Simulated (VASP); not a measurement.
Write the native input for VASP 6.6.1 that does the following.

```yaml
Task: single point
Functional: PBE
Potentials_or_basis: VASP PAW PBE potentials, release 64 (Eu, Os)
Cutoff: 520 eV
k_mesh: 10 × 10 × 10
Occupations: gaussian, width 0.05 eV
Spin: collinear spin, ferromagnetic start
Starting_moments: "[7.0, 0.0] μB"
Dipole_correction: no
Further_INCAR_settings: ALGO = Normal; EDIFF = 1e-07; NBANDS = 24
```

The structure of EuOs lies in POSCAR:

```
EuOs
1.0
    3.7074599916      0.0000000000      0.0000000000
    0.0000000000      3.7074599916      0.0000000000
    0.0000000000      0.0000000000      3.7074599916
Eu Os
1 1
Direct
    0.0000000000      0.0000000000      0.0000000000
    0.5000000000      0.5000000000      0.5000000000
```

These files were run (other wordings do the same):

INCAR

```
PREC = Accurate ; ENCUT = 520
EDIFF = 1E-7 ; ISMEAR = 0
SIGMA = 0.05 ; LREAL = F
LASPH = T ; NELM = 150
ALGO = Normal ; ISIF = 2
LWAVE = F ; LCHARG = T
ISPIN = 2 ; MAGMOM = 7 0
LORBIT = 11 ; LMAXMIX = 6
GGA = PE ; LELF = T
LVHAR = T ; NBANDS = 24
```

KPOINTS

```
regular mesh
0
Gamma
  10 10 10
```

Potentials or basis: VASP PAW PBE potentials, release 64 (Eu, Os).

Run with:

```sh
$ cat potpaw_PBE.64/Eu/POTCAR potpaw_PBE.64/Os/POTCAR > POTCAR
$ mpirun -np 1 vasp_std > vasp.out
```

It gave:

| Property | Result |
| --- | --- |
| Pressure | -12.8 GPa |
| Net moment | 5.55 μB per cell |
| Site moments | Eu +6.36; Os -1.11 μB |
| Valence electrons inside the program's atomic spheres | Eu 14.65; Os 6.74 |

Caveat: the cell stands under tension.

Run time: 4.3 min on 1 thread of Intel(R) Xeon(R) Platinum 8488C (Sapphire Rapids), with other jobs on the host, peak memory 0.28 GiB.
